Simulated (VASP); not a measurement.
Crystal: BaTiO3.

```xyz
5
Lattice="3.9998 0.0000 0.0000 0.0000 3.9998 0.0000 0.0000 0.0000 4.0180" Properties=species:S:1:pos:R:3 pbc="T T T"
Ba    0.0000    0.0000    0.0000
Ti    1.9999    1.9999    1.9688
O     0.0000    1.9999    2.0773
O     1.9999    0.0000    2.0773
O     1.9999    1.9999    0.0763
```

```yaml
Program: VASP 6.6.1
Task: relaxation of cell and atoms
Functional: r2SCAN
Potentials_or_basis: VASP PAW PBE potentials, release 64 (Ba_sv, Ti_sv, O)
Cutoff: 600 eV
k_mesh: 7 × 7 × 7
Occupations: fermi-dirac, width 0.05 eV
Spin: no spin polarisation
```

At the start: pressure 1.1 GPa; volume 12.86 Å³/atom.

Question: How do energy, volume and symmetry change on relaxing?

Answer: Over 14 steps the energy falls by 3.6 meV/atom and the volume is 13.09 Å³/atom (+1.8 %); space group P4mm (No. 99, to 0.05 Å).

The path:
| step | energy change (eV) | largest force (eV/Å) | pressure (GPa) | volume (Å³) |
| --- | --- | --- | --- | --- |
| 1 | 0.0000 | 0.3064 | 1.06 | 64.28 |
| 2 | -0.0074 | 0.2277 | -0.83 | 65.08 |
| 3 | -0.0075 | 0.2186 | -1.07 | 65.18 |
| 4 | -0.0125 | 0.1199 | -0.09 | 65.01 |
| 5 | -0.0127 | 0.0977 | 0.17 | 64.96 |
| 6 | -0.0145 | 0.0789 | 0.19 | 65.02 |
| 7 | -0.0163 | 0.0895 | 0.26 | 65.13 |
| 8 | -0.0165 | 0.1029 | 0.31 | 65.17 |
| 9 | -0.0173 | 0.0737 | -0.38 | 65.52 |
| 10 | -0.0173 | 0.0759 | -0.35 | 65.50 |
| 11 | -0.0177 | 0.0738 | 0.17 | 65.40 |
| 12 | -0.0178 | 0.0568 | 0.05 | 65.42 |
| 13 | -0.0179 | 0.0116 | 0.00 | 65.43 |
| 14 | -0.0180 | 0.0012 | 0.00 | 65.43 |

Final structure:
```yaml
crystal:
  lattice:
    - [3.98727, 0.00000, 0.00000]
    - [0.00000, 3.98727, 0.00000]
    - [0.00000, 0.00000, 4.11552]
  atoms:
    - { symbol: Ba, position: [0.00000, 0.00000, 0.99722] }
    - { symbol: Ti, position: [0.50000, 0.50000, 0.47918] }
    - { symbol: O, position: [0.00000, 0.50000, 0.51672] }
    - { symbol: O, position: [0.50000, 0.00000, 0.51672] }
    - { symbol: O, position: [0.50000, 0.50000, 0.03316] }
```

Caveat: the PAW data sets were made with another functional, which shifts forces and pressure a little.
